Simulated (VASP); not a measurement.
A run of VASP 6.6.1 is set up as follows.

File INCAR:

```
PREC = Accurate
ENCUT = 500
EDIFF = 1E-6
ISMEAR = 0
SIGMA = 0.01
LREAL = False
LASPH = True
NELM = 120
ALGO = Normal
ISIF = 2
LWAVE = False
LCHARG = False
GGA = PE
NBANDS = 17
GGA_COMPAT = False
```

Contents of KPOINTS:

```
Automatic mesh
0
Gamma
  6 6 6
```

The input POSCAR:

```
TlBr
1.0
    4.0922641621      0.0000000000      0.0000000000
    0.0000000000      4.0922641621      0.0000000000
    0.0000000000      0.0000000000      4.0922641621
Tl Br
1 1
Direct
    0.0000000000      0.0000000000      0.0000000000
    0.5000000000      0.5000000000      0.5000000000
```

Potentials or basis: VASP PAW PBE potentials, release 64 (Tl_d, Br).

Run with:

```console
$ cat potpaw_PBE.64/Tl_d/POTCAR potpaw_PBE.64/Br/POTCAR > POTCAR
$ mpirun -np 1 vasp_std > vasp.out
```

Problem. What does it give for the pressure?

Solution. -0.6 GPa.

Problem. Estimate the band gap on the k mesh.

Solution. 2.07 eV.

Caveat: spin-orbit coupling is left out, which moves the levels of the heavy elements. A k mesh can miss the band edges.
